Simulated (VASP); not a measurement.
Wanted: the native input for a VASP 6.6.1 run.

| Property | Result |
| --- | --- |
| Task | single point |
| Functional | PBE |
| Potentials or basis | VASP PAW PBE potentials, release 64 (In_d, Ga_d, P) |
| Cutoff | 520 eV |
| k mesh | 4 × 4 × 2 |
| Occupations | gaussian, width 0.1 eV |
| Spin | no spin polarisation |
| Dipole correction | no |
| Further INCAR settings | ALGO = Normal; EDIFF = 1e-07; NBANDS = 46 |

The structure of In3GaP4 lies in POSCAR:

```
In3GaP4
1.0
    4.1268332000      0.0000000000      0.0000000000
    0.0000000000      4.1268332000      0.0000000000
    0.0000000000      0.0000000000     11.7397807000
In Ga P
3 1 4
Direct
    0.0000000000      0.0000000000      0.7408590000
    0.5000000000      0.5000000000      0.0000000000
    0.0000000000      0.0000000000      0.2591410000
    0.5000000000      0.5000000000      0.5000000000
    0.5000000000      0.0000000000      0.8704020000
    0.0000000000      0.5000000000      0.1295980000
    0.5000000000      0.0000000000      0.3895500000
    0.0000000000      0.5000000000      0.6104500000
```

These files were run (other wordings do the same):

INCAR

```
ALGO     = Normal         # electronic algorithm
EDIFF    = 1E-7           # SCF threshold, eV
ENCUT    = 520            # plane-wave cutoff, eV
GGA      = PE             # functional
ISIF     = 2              # what is computed and relaxed
ISMEAR   = 0              # smearing method
LASPH    = T              # aspherical terms in the spheres
LCHARG   = F              # write CHGCAR
LREAL    = F              # projectors in reciprocal space
LWAVE    = F              # write WAVECAR
NBANDS   = 46             # bands
NELM     = 80             # most SCF steps
PREC     = Accurate       # precision mode
SIGMA    = 0.1            # smearing width, eV
```

KPOINTS

```
k-points
0
Gamma
  4 4 2
```

Potentials or basis: VASP PAW PBE potentials, release 64 (In_d, Ga_d, P).

Run with:

```sh
$ cat potpaw_PBE.64/In_d/POTCAR potpaw_PBE.64/Ga_d/POTCAR potpaw_PBE.64/P/POTCAR > POTCAR
$ mpirun -np 1 vasp_std > vasp.out
```

It gave:

* Pressure: 0.0 GPa
* Largest force: 0.012 eV/Å
* Band gap on the k mesh: 0.56 eV

Caveat: spin-orbit coupling is left out, which moves the levels of the heavy elements.

It took 68 s on 1 thread of Intel(R) Xeon(R) 6975P-C (Granite Rapids) (shared host), peak memory 0.33 GiB.
